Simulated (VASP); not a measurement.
A run of VASP 6.6.1:

INCAR

```
SYSTEM = V
PREC = Accurate ; ENCUT = 600
EDIFF = 1E-6 ; ISMEAR = -1
SIGMA = 0.1 ; LREAL = .False.
LASPH = .True. ; NELM = 150
ALGO = Normal ; ISIF = 3
LWAVE = .False. ; LCHARG = .False.
ISPIN = 2 ; MAGMOM = 1.5
LORBIT = 11 ; LMAXMIX = 4
GGA = PE ; IBRION = 2
NSW = 80 ; EDIFFG = -0.03
PSTRESS = 300.0
```

KPOINTS

```
regular mesh
0
Gamma
  11 11 11
  0 0 0
```

Contents of POSCAR:

```
V
1.0
    1.5150000000      1.5150000000      1.5150000000
   -1.5150000000      1.5150000000      1.5150000000
   -1.5150000000     -1.5150000000      1.5150000000
V
1
Direct
    0.0000000000      0.0000000000      0.0000000000
```

Potentials or basis: VASP PAW PBE potentials, release 64 (V_sv).

The run is started by

```console
$ cat potpaw_PBE.64/V_sv/POTCAR > POTCAR
$ mpirun -np 1 vasp_std > vasp.out
```

Hardware: 1 thread of Intel Xeon 8259CL, on a shared host.

Q: How long does it take, and how much memory?

A: It took 90 s on 1 thread of Intel Xeon 8259CL (shared host), peak memory 0.17 GiB. Counts: scf iterations 43, k points 56, ion steps 5.
